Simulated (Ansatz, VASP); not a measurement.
## Two plane-wave programs on WS2

File INCAR:

```
SYSTEM = WS2
PREC = Accurate
ENCUT = 520
EDIFF = 1E-6
ISMEAR = 0
SIGMA = 0.05
LREAL = .False.
LASPH = .True.
NELM = 100
ALGO = Normal
ISIF = 2
LWAVE = .False.
LCHARG = .True.
GGA = PS
IVDW = 12
LELF = .True.
LVHAR = .True.
NBANDS = 35
```

File KPOINTS:

```
Automatic mesh
0
Gamma
  12 12 4
  0 0 0
```

Contents of POSCAR:

```
WS2
1.0
    3.2782505854      0.0000000000      0.0000000000
   -1.6391252927      2.8390482870      0.0000000000
    0.0000000000      0.0000000000     11.7722466704
W S
2 4
Direct
    0.3333333333      0.6666666667      0.2500000000
    0.6666666667      0.3333333333      0.7500000000
    0.3333333333      0.6666666667      0.6164531912
    0.6666666667      0.3333333333      0.1164531912
    0.3333333333      0.6666666667      0.8835468088
    0.6666666667      0.3333333333      0.3835468088
```

Input for Ansatz:

```yaml
crystal:
  lattice:
    - [3.2782505854, 0.0, 0.0]
    - [-1.6391252927, 2.839048287, 0.0]
    - [0.0, 0.0, 11.7722466704]
  atoms:
    - { symbol: W, position: [0.3333333333, 0.6666666667, 0.25] }
    - { symbol: W, position: [0.6666666667, 0.3333333333, 0.75] }
    - { symbol: S, position: [0.3333333333, 0.6666666667, 0.6164531912] }
    - { symbol: S, position: [0.6666666667, 0.3333333333, 0.1164531912] }
    - { symbol: S, position: [0.3333333333, 0.6666666667, 0.8835468088] }
    - { symbol: S, position: [0.6666666667, 0.3333333333, 0.3835468088] }
basis:
  ecutwfc: 420
kpoints:
  mp_grid: { grid: [12, 12, 4] }
hamiltonian:
  xc: pbesol
  dispersion: d3bj
scf:
  occupations: { method: gaussian, width: 0.05 }
output:
  forces: true
  stress: true
  eigenvalues: true
```

Change from the starting cell: strain +0.0525 x Voigt [1, 1, 0, 0, 0, 0], atoms carried along.

Alike in both runs: task single point; functional PBEsol; dispersion D3(BJ); k mesh 12 × 12 × 4; occupations gaussian, width 0.05 eV; no spin polarisation.

```csv
,VASP,Ansatz
version,VASP 6.6.1,Ansatz 0.2.0
potentials or method,"VASP PAW PBE potentials, release 64 (W_sv, S), cutoff 520 eV","scalar-relativistic, plane waves, PAW"
valence electrons in the cell,52,52
```

```tsv
	VASP	Ansatz	Ansatz less VASP
gap on the k mesh at the Fermi level (eV)	0.68	0.67	-0.019
least direct gap on the mesh (eV)	1.41	1.41	-0.003
pressure (GPa)	-14.6	-14.7	-0.09
traceless stress, the component that is largest in VASP (GPa)	5.02	4.97	-0.046
rms of the force components (eV/Å)	0.487	0.494	+0.0066
```

VASP's potentials were made for PBE, not for PBEsol. Atom by atom the forces differ by 0.007 eV/Å (rms over components).

Spin-orbit coupling is off throughout.
